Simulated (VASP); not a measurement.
A run of VASP 6.6.1:

The input INCAR:

```
ALGO     = Normal         # electronic algorithm
EDIFF    = 1E-7           # SCF threshold, eV
ENCUT    = 520            # plane-wave cutoff, eV
GGA      = PE             # functional
ISIF     = 2              # what is computed and relaxed
ISMEAR   = 0              # smearing method
ISPIN    = 2              # spin polarisation
LASPH    = True           # aspherical terms in the spheres
LCHARG   = False          # write CHGCAR
LMAXMIX  = 4              # l up to which the mixer works
LORBIT   = 11             # projections on sites
LREAL    = False          # projectors in reciprocal space
LWAVE    = False          # write WAVECAR
MAGMOM   = 1.94 0 0       # initial moments
NBANDS   = 23             # bands
NELM     = 150            # most SCF steps
PREC     = Accurate       # precision mode
SIGMA    = 0.1            # smearing width, eV
```

File KPOINTS:

```
k-points
0
Gamma
  12 12 4
```

File POSCAR:

```
CrO2
1.0
    2.8944043023      0.0000000000      0.0000000000
   -1.4472021512      2.5066276546      0.0000000000
    0.0000000000      0.0000000000      5.0813120567
Cr O
1 2
Direct
    0.0000000000      0.0000000000      0.0000000000
    0.3333333333      0.6666666667      0.1862942552
    0.6666666667      0.3333333333      0.8137057448
```

Potentials or basis: VASP PAW PBE potentials, release 64 (Cr_pv, O).

Command:

```bash
$ cat potpaw_PBE.64/Cr_pv/POTCAR potpaw_PBE.64/O/POTCAR > POTCAR
$ mpirun -np 1 vasp_std > vasp.out
```

Hardware: 1 thread of Intel Xeon 8259CL (shared host).

Q: Estimate the wall time of this run.

A: It took 2.5 min on 1 thread of Intel Xeon 8259CL, with other jobs on the host, peak memory 0.23 GiB. Counts: scf iterations 18, k points 69.
